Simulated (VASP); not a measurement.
Runs of VASP 6.6.1 on HoNb3I. The structure is that of space group Pm-3m (No. 221), or close to it. The cells are those of the table. The cell was generated, and may not be a known phase.

```tsv
task	cell	k mesh	gap on the mesh (eV)	pressure (GPa)	relaxed volume (Å³/atom)
single point	a = 5.035 Å, 5 atoms	8 × 8 × 8	none	1.2	-
relaxation of cell and atoms	relaxed from a = 4.874 Å, 5 atoms	4 × 4 × 4	none	-0.1	26.44
relaxation of cell and atoms	relaxed from a = 5.068 Å, 5 atoms	8 × 8 × 8	none	0.0	25.99
single point	a = 5.068 Å, 5 atoms	4 × 4 × 4	none	(a)	-
```

Alike in all rows: level PBE; potentials or basis VASP PAW PBE potentials, release 64 (Ho_3, Nb_sv, I), 4f in core; no spin polarisation; smearing gaussian 0.1 eV.

Question: Estimate the missing entries.

Answer: (a) 1.0.

Caveats: spin-orbit coupling is left out, which moves the levels of the heavy elements; the 4f electrons are frozen in the core, so they carry no moment and show no levels; an odd number of electrons without spin polarisation forces a metal; a magnetic or distorted state may lie lower; the run has no spin polarisation, though such a crystal can be magnetic.

A k mesh can miss the band edges, and the runs leave out spin-orbit coupling on Ho, I, Nb.

A gap of «none» marks levels without a gap at the run's occupations.
